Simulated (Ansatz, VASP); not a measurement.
## One calculation of SiC, two programs

```
Si C
1.0
     3.12934    0.00000    0.00000
    -1.56467    2.71008    0.00000
     0.00000    0.00000    5.43841
Si C
2 2
Direct
  0.33333 0.66667 0.04952
  0.66667 0.33333 0.54952
  0.33333 0.66667 0.33548
  0.66667 0.33333 0.83548
```

Alike in both runs: task single point; functional PBE; k mesh 12 × 12 × 6; occupations gaussian, width 0.02 eV; no spin polarisation.

```csv
,VASP,Ansatz
version,VASP 6.6.1,Ansatz 0.2.0
potentials or method,"VASP PAW PBE potentials, release 64 (Si, C), cutoff 520 eV","scalar-relativistic, plane waves, PAW"
valence electrons in the cell,16,16
```

```csv
,VASP,Ansatz,Ansatz less VASP
gap on the k mesh at the Fermi level (eV),none,none,-
pressure (GPa),8.0,8.1,+0.17
"traceless stress, the component that is largest in VASP (GPa)",34.37,34.52,+0.154
rms of the force components (eV/Å),7.651,7.660,+0.0090
```

Atom by atom the forces differ by 0.009 eV/Å (rms over components). A gap of «none» marks a metal or a gap that the smearing closes.
